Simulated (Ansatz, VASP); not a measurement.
Two plane-wave programs on BAs

File INCAR:

```
SYSTEM = BAs
  PREC = Accurate
  ENCUT = 600
  EDIFF = 1E-6
  ISMEAR = 0
  SIGMA = 0.1
  LREAL = .False.
  LASPH = .True.
  NELM = 100
  ALGO = Normal
  ISIF = 3
  LWAVE = .False.
  LCHARG = .False.
  GGA = PE
  IBRION = 2
  NSW = 90
  EDIFFG = -0.04
```

KPOINTS

```
Automatic mesh
0
Gamma
  4 4 6
  0 0 0
```

File POSCAR:

```
BAs
1.0
    5.6047849200      0.0000000000      0.0000000000
    0.0000000000      5.6047849200      0.0000000000
    0.0000000000      0.0000000000      3.0597236000
B As
4 4
Direct
    0.6692432600      0.6692432600      0.5000000000
    0.1692432600      0.8307567400      0.2500000000
    0.3307567400      0.3307567400      0.0000000000
    0.8307567400      0.1692432600      0.7500000000
    0.8307567400      0.8307567400      0.0000000000
    0.3307567400      0.6692432600      0.7500000000
    0.1692432600      0.1692432600      0.5000000000
    0.6692432600      0.3307567400      0.2500000000
```

Input for Ansatz:

```yaml
crystal:
  lattice:
    - [5.60478492, 0.0, 0.0]
    - [0.0, 5.60478492, 0.0]
    - [0.0, 0.0, 3.0597236]
  atoms:
    - { symbol: B, position: [0.66924326, 0.66924326, 0.5] }
    - { symbol: B, position: [0.16924326, 0.83075674, 0.25] }
    - { symbol: B, position: [0.33075674, 0.33075674, 0.0] }
    - { symbol: B, position: [0.83075674, 0.16924326, 0.75] }
    - { symbol: As, position: [0.83075674, 0.83075674, 0.0] }
    - { symbol: As, position: [0.33075674, 0.66924326, 0.75] }
    - { symbol: As, position: [0.16924326, 0.16924326, 0.5] }
    - { symbol: As, position: [0.66924326, 0.33075674, 0.25] }
basis:
  ecutwfc: 420
kpoints:
  mp_grid: { grid: [4, 4, 6] }
hamiltonian:
  xc: pbe
scf:
  occupations: { method: gaussian, width: 0.1 }
  lower_state_search: "off"
output:
  forces: true
  stress: true
  eigenvalues: true
relax:
  adjacent_minimum: "off"
  f_tol: 0.04
  max_steps: 70
  cell: { stress_tol: 0.4 }
```

Alike in both runs: task relaxation of cell and atoms; functional PBE; k mesh 4 × 4 × 6; occupations gaussian, width 0.1 eV; no spin polarisation.

|  | VASP | Ansatz |
| --- | --- | --- |
| version | VASP 6.6.1 | Ansatz 0.2.0 |
| potentials or method | VASP PAW PBE potentials, release 64 (B, As), cutoff 600 eV | scalar-relativistic, plane waves, PAW |
| valence electrons in the cell | 32 | 72 |

Ansatz gave:

* gap on the k mesh at the Fermi level, each at its own relaxed structure (eV): 0.05
* relaxed volume (Å³/atom): 13.94
* relaxed cell length with the largest relative difference (Å): 3.291

Q: What did VASP give for the same quantities?

A: gap on the k mesh at the Fermi level, each at its own relaxed structure (eV): 0.06; relaxed volume (Å³/atom): 14.04; relaxed cell length with the largest relative difference (Å): 3.299.

VASP's potentials hold 32 valence electrons a cell and Ansatz's 72, so a difference there can come from the potentials and not from the codes.

Noted on VASP's run: the volume moved by over 15 % at a fixed basis, so the end points are rough.
